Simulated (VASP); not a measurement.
# Si2Ge (P-3m1) in VASP: notebook

Si2Ge is run at these levels: PBE; tasks: single point, relaxation of cell and atoms.

All numbers are computed with VASP 6.6.1; they aren't measurements. Logs are shortened: lines on timing, memory, paths and dates and some standing lists are left out, and cuts for length are marked.

### Step 1. The cell of the first run

The structure is trigonal, space group P-3m1 (No. 164). The conventional cell has a = 2.861 Å, b = 2.861 Å, c = 7.008 Å, α = 90.00°, β = 90.00°, γ = 120.00°. Si (site symmetry 3m) has 3 Ge at 2.86 Å and 9 Si at 2.86 Å within 3.8 Å. Within 3.8 Å of Ge (site symmetry -3m) lie 6 Si at 2.86 Å and 6 Ge at 2.86 Å.

### Step 2. Single point, PBE

The input, INCAR:

```
SYSTEM = Si2Ge
ALGO = Normal ; EDIFF = 1E-6
ENCUT = 500 ; GGA = PE
GGA_COMPAT = .FALSE. ; ISIF = 2
ISMEAR = 0 ; LASPH = .TRUE.
LCHARG = .FALSE. ; LREAL = .FALSE.
LWAVE = .FALSE. ; NBANDS = 18
NELM = 120 ; PREC = Accurate
SIGMA = 0.1
```

The input, KPOINTS:

```
k-points
0
G
  6 6 4
  0 0 0
```

The input, POSCAR:

```
Si2Ge
1.0
    2.8609793400      0.0000000000      0.0000000000
   -1.4304896700      2.4776807900      0.0000000000
    0.0000000000      0.0000000000      7.0079395400
Si Ge
2 1
Direct
    0.6666666700      0.3333333300      0.8333333300
    0.3333333300      0.6666666700      0.1666666700
    0.0000000000      0.0000000000      0.5000000000
```

Potentials or basis: VASP PAW PBE potentials, release 64 (Si, Ge_d).

Started as:

```bash
$ cat potpaw_PBE.64/Si/POTCAR potpaw_PBE.64/Ge_d/POTCAR > POTCAR
$ mpirun -np 1 vasp_std > vasp.out
```

OUTCAR:

```text
SYSTEM = Si2Ge
   EDIFF = 1E-6
   ENCUT = 500
   GGA = PE
   ISIF = 2
   ISMEAR = 0
   LASPH = .TRUE.
   LREAL = .FALSE.
   NELM = 120
   PREC = Accurate

 ion  position               nearest neighbor table
   1  0.667  0.333  0.833-   3 2.86   3 2.86   3 2.86   2 2.86   2 2.86   2 2.86
   2  0.333  0.667  0.167-   3 2.86   3 2.86   3 2.86   1 2.86   1 2.86   1 2.86
   3  0.000  0.000  0.500-   1 2.86   2 2.86   1 2.86   2 2.86   1 2.86   2 2.86

  LATTYP: Found a hexagonal cell.
 ALAT       =     2.8609793400
 C/A-ratio  =     2.4494897401

  Lattice vectors:

 A1 = (   2.8609793400,   0.0000000000,   0.0000000000)
 A2 = (  -1.4304896700,   2.4776807900,   0.0000000000)
 A3 = (   0.0000000000,   0.0000000000,   7.0079395400)

Analysis of symmetry for initial positions (statically):
=====================================================================
 Subroutine PRICEL returns:
 Original cell was already a primitive cell.

 Routine SETGRP: Setting up the symmetry group for a
 hexagonal supercell.

 Subroutine GETGRP returns: Found 12 space group operations
 (whereof 12 operations were pure point group operations)
 out of a pool of 24 trial point group operations.

The static configuration has the point symmetry D_3d.

Analysis of symmetry for dynamics (positions and initial velocities):
=====================================================================
 Subroutine PRICEL returns:
 Original cell was already a primitive cell.

 Routine SETGRP: Setting up the symmetry group for a
 hexagonal supercell.

 Subroutine GETGRP returns: Found 12 space group operations
 (whereof 12 operations were pure point group operations)
 out of a pool of 24 trial point group operations.

The dynamic configuration has the point symmetry D_3d.

 Subroutine INISYM returns: Found 12 space group operations
 (whereof 12 operations are pure point group operations),
 and found     1 'primitive' translations

----------------------------------------------------------------------------------------

                                     Primitive cell

  volume of cell :      49.6764

  direct lattice vectors                    reciprocal lattice vectors
     2.860979340  0.000000000  0.000000000     0.349530661  0.201801621  0.000000000
    -1.430489670  2.477680790  0.000000000     0.000000000  0.403603242  0.000000000
     0.000000000  0.000000000  7.007939540     0.000000000  0.000000000  0.142695295

  length of vectors
     2.860979340  2.860979342  7.007939540     0.403603242  0.403603242  0.142695295

  position of ions in fractional coordinates (direct lattice)
     0.666666670  0.333333330  0.833333330
     0.333333330  0.666666670  0.166666670
     0.000000000  0.000000000  0.500000000

  ion indices of the primitive-cell ions
   primitive index   ion index
                 1           1
                 2           2
                 3           3

----------------------------------------------------------------------------------------

 KPOINTS: k-points

Automatic generation of k-mesh.
 Grid dimensions read from file:
 generate k-points for:    6    6    4

 Generating k-lattice:

  Cartesian coordinates                     Fractional coordinates (reciprocal lattice)
     0.058255110  0.033633604  0.000000000     0.166666667  0.000000000  0.000000000
     0.000000000  0.067267207  0.000000000     0.000000000  0.166666667  0.000000000
     0.000000000  0.000000000  0.035673824     0.000000000  0.000000000  0.250000000

  Length of vectors
     0.067267207  0.067267207  0.035673824

  Shift w.r.t. Gamma in fractional coordinates (k-lattice)
     0.000000000  0.000000000  0.000000000

 Subroutine IBZKPT returns following result:
 ===========================================

 Found     24 irreducible k-points:

 Following reciprocal coordinates:
            Coordinates               Weight
  0.000000  0.000000  0.000000      1.000000
  0.166667 -0.000000  0.000000      6.000000
  0.333333 -0.000000  0.000000      6.000000
  0.500000 -0.000000  0.000000      3.000000
  0.166667  0.166667  0.000000      6.000000
  0.333333  0.166667  0.000000     12.000000
[... 16 lines left out ...]
  0.333333  0.166667  0.500000     12.000000
  0.333333  0.333333  0.500000      2.000000
   k-points           NKPTS =     24   k-points in BZ     NKDIM =     24   number of bands    NBANDS=     18
   number of dos      NEDOS =    301   number of ions     NIONS =      3
   total plane-waves  NPLWV =  31104
   dimension x,y,z NGX =    24 NGY =   24 NGZ =   54
   dimension x,y,z NGXF=    48 NGYF=   48 NGZF=  108
   ions per type =               2   1
   NGX,Y,Z   is equivalent  to a cutoff of  13.95, 13.95, 12.81 a.u.
   NGXF,Y,Z  is equivalent  to a cutoff of  27.89, 27.89, 25.62 a.u.
 SYSTEM =  Si2Ge
   PREC   = accura    normal or accurate (medium, high low for compatibility)
   ISTART =      0    job   : 0-new  1-cont  2-samecut
   ICHARG =      2    charge: 1-file 2-atom 10-const
   ISPIN  =      1    spin polarized calculation?
   LNONCOLLINEAR =      F non collinear calculations
   LSORBIT =      F    spin-orbit coupling
   LASPH  =      T    aspherical Exc in radial PAW
   ENCUT  =  500.0 eV  36.75 Ry    6.06 a.u.   5.22  5.22 12.78*2*pi/ulx,y,z
   NELM   =    120;   NELMIN=  2; NELMDL= -5     # of ELM steps
   EDIFF  = 0.1E-05   stopping-criterion for ELM
   LREAL  =      F    real-space projection
   EDIFFG = 0.1E-04   stopping-criterion for IOM
   NSW    =      0    number of steps for IOM
   IBRION =     -1    ionic relax: 0-MD 1-quasi-New 2-CG
   NFREE  =      0    steps in history (QN), initial steepest desc. (CG)
   ISIF   =      2    stress and relaxation
   ISYM   =      2    0-nonsym 1-usesym 2-fastsym
   POTIM  = 0.5000    time-step for ionic-motion
   TEBEG  =    0.0;   TEEND  =   0.0 temperature during run
   PSTRESS=    0.0 pullay stress
   NELECT =      22.0000    total number of electrons
   NUPDOWN=      -1.0000    fix difference up-down
   EMIN   =  10.00;   EMAX   =-10.00  energy-range for DOS
   EFERMI =   0.00;   METHOD = LEGACY
   ISMEAR =     0;   SIGMA  =   0.10  broadening in eV -4-tet -1-fermi 0-gaus
   EFERMI_NEDOS =   21; number of points for ismear=-14 and -15
   IALGO  =     38    algorithm
   IMIX   =      4    mixing-type and parameters
     AMIX     =   0.40;   BMIX     =  1.00
     AMIX_MAG =   1.60;   BMIX_MAG =  1.00
  volume/ion in A,a.u.               =      16.56       111.74
  Fermi-wavevector in a.u.,A,eV,Ry     =   1.247859  2.358112 21.186347  1.557153
  Thomas-Fermi vector in A             =   2.381972
   LORBIT       =      0    0 simple, 1 ext, 2 COOP (PROOUT), +10 PAW based schemes
   GGA     = PE    functional components
   LHFCALC =     F    Hartree Fock is set to
   AEXX    =    0.0000 exact exchange contribution
   IVDW    =     0    specifies the selected vdW correction
   LEPSILON=     F    determine dielectric tensor
   LRPA    =     F    only Hartree local field effects (RPA)
 non-spin polarized calculation
 Gauss-broadening in eV      SIGMA  =   0.10
  energy-cutoff  :      500.00
  volume of cell :       49.68
 maximum number of plane-waves:      1300
 NGX is ok and might be reduce to    24
   NGX = 11   NGY = 11   NGZ = 25

 number of electron      22.0000015 magnetization

 Free energy of the ion-electron system (eV)
  ---------------------------------------------------
  ext. energy  EPLUGINS =         0.00000000
  ---------------------------------------------------
  free energy    TOTEN  =       -13.50457413 eV

  energy without entropy =      -13.48937878  energy(sigma->0) =      -13.49697646

 E-fermi :   8.4253     XC(G=0): -11.0944

 val. band max:        8.4239562309   @ k =   0.1667   0.1667   0.0000
 cond. band min:       8.4258673531   @ k =   0.3333   0.1667   0.5000
 fundamental gap:      0.0019111222
 Fermi energy:         8.4252578746

 k-point     1 :       0.0000    0.0000    0.0000
  band No.  band energies     occupation
      1     -16.4266      2.00000
      2     -16.4181      2.00000
      3     -16.4181      2.00000
      4     -16.3321      2.00000
      5     -16.3321      2.00000
      6      -5.2868      2.00000
[... 10 lines left out ...]
     17      18.2967      0.00000
     18      19.9020      0.00000

 k-point     2 :       0.1667   -0.0000    0.0000
  band No.  band energies     occupation
      1     -16.4323      2.00000
      2     -16.3986      2.00000
      3     -16.3864      2.00000
      4     -16.3510      2.00000
      5     -16.3362      2.00000
      6      -4.6200      2.00000
[... 10 lines left out ...]
     17      16.8706      0.00000
     18      17.4521      0.00000

 k-point     3 :       0.3333   -0.0000    0.0000
  band No.  band energies     occupation
      1     -16.4576      2.00000
      2     -16.3880      2.00000
      3     -16.3476      2.00000
      4     -16.3445      2.00000
      5     -16.3222      2.00000
      6      -2.6276      2.00000
[... 10 lines left out ...]
     17      14.7421      0.00000
     18      15.2818      0.00000

 k-point     4 :       0.5000   -0.0000    0.0000
  band No.  band energies     occupation
      1     -16.4706      2.00000
      2     -16.4062      2.00000
      3     -16.3487      2.00000
      4     -16.3228      2.00000
      5     -16.2899      2.00000
      6       0.3714      2.00000
[... 375 lines left out ...]
      4     -16.3461      2.00000
      5     -16.3311      2.00000
      6      -2.8246      2.00000
[... 10 lines left out ...]
     17      14.3149      0.00000
     18      17.1362      0.00000

 k-point    23 :       0.3333    0.1667    0.5000
  band No.  band energies     occupation
      1     -16.4324      2.00000
      2     -16.3964      2.00000
      3     -16.3584      2.00000
      4     -16.3447      2.00000
      5     -16.3071      2.00000
      6      -0.2024      2.00000
[... 10 lines left out ...]
     17      13.8595      0.00000
     18      17.9119      0.00000

 k-point    24 :       0.3333    0.3333    0.5000
  band No.  band energies     occupation
      1     -16.3832      2.00000
      2     -16.3832      2.00000
      3     -16.3626      2.00000
      4     -16.3626      2.00000
      5     -16.3376      2.00000
      6       2.1175      2.00000
[... 10 lines left out ...]
     17      10.0969      0.00000
     18      20.0780      0.00000

------------------------ aborting loop because EDIFF is reached ----------------------------------------

  FORCE on cell =-STRESS in cart. coord.  units (eV):
  Direction    XX          YY          ZZ          XY          YZ          ZX
  --------------------------------------------------------------------------------------
  -------------------------------------------------------------------------------------
  Total       -0.1835042     -0.1835042     -0.2092973      0.0000000      0.0000000      0.0000000
  in kB       -5.9184248     -5.9184248     -6.7503118      0.0000000      0.0000000      0.0000000
  external PRESSURE =      -6.1957205 kB  Pullay stress =       0.0000000 kB

 VOLUME and BASIS-vectors are now :
 -----------------------------------------------------------------------------
  energy-cutoff  :      500.00
  volume of cell :       49.68
      direct lattice vectors                 reciprocal lattice vectors
     2.860979340  0.000000000  0.000000000     0.349530661  0.201801621  0.000000000
    -1.430489670  2.477680790  0.000000000     0.000000000  0.403603242  0.000000000
     0.000000000  0.000000000  7.007939540     0.000000000  0.000000000  0.142695295

 POSITION                                       TOTAL-FORCE (eV/Angst)
 -----------------------------------------------------------------------------------
      1.43049      0.82589      5.83995        -0.000000     -0.000000      0.537586
     -0.00000      1.65179      1.16799         0.000000      0.000000     -0.537586
      0.00000      0.00000      3.50397        -0.000000      0.000000     -0.000000
 -----------------------------------------------------------------------------------
    total drift:                               -0.000000     -0.000000      0.000000

  FREE ENERGIE OF THE ION-ELECTRON SYSTEM (eV)
  ---------------------------------------------------
  free  energy   TOTEN  =       -13.5045741330 eV

  energy  without entropy=      -13.4893787796  energy(sigma->0) =      -13.49697646
```

Run time: 23 s. Hardware: 1 thread of Intel Xeon 8259CL, shared host; peak memory 0.18 GiB.

Results:

```
Free energy            : -13.5046 eV
Pressure               : -0.6 GPa
Largest force          : 0.538 eV/Å
Band gap on the k mesh : zero (bands 11 and 12 overlap by 10.36 eV)
```

Forces in eV/Å, atoms in the order of the input:
```
Si   0.000  0.000  0.538
Si   0.000  0.000 -0.538
Ge   0.000  0.000  0.000
```

Stress tensor (GPa, compression positive):
```
-0.59  0.00  0.00
 0.00 -0.59  0.00
 0.00  0.00 -0.68
```

Caveat: the k points lie up to 0.42 Å⁻¹ apart, too coarse for converged energies and pressures of a metal.

(Part 1 of 2 ends here.)
